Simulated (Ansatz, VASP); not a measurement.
# BaF2 in VASP and in Ansatz

```
Ba F
1.0
     0.00000    3.10005    3.10005
     3.10005    0.00000    3.10005
     3.10005    3.10005    0.00000
Ba F
1 2
Direct
  0.00000 0.00000 0.00000
  0.25000 0.25000 0.25000
  0.75000 0.75000 0.75000
```

Alike in both runs: task electric field gradients; functional PBE; k mesh 8 × 8 × 8; occupations fermi-dirac, width 0.03 eV; no spin polarisation.

|  | VASP | Ansatz |
| --- | --- | --- |
| version | VASP 6.6.1 | Ansatz 0.2.0 |
| potentials or method | VASP PAW PBE potentials, release 64 (Ba_sv, F) | PAW with Ansatz's default frozen-core files, scalar-relativistic |
| plane-wave cutoff (eV) | 520 | 420 |
| valence electrons in the cell | 24 | 24 |

|  | VASP | Ansatz | Ansatz less VASP |
| --- | --- | --- | --- |
| gap on the k mesh at the Fermi level (eV) | 6.76 | 6.83 | +0.068 |
| pressure (GPa) | 2.4 | 1.3 | -1.09 |

Neither program's run includes spin-orbit coupling.
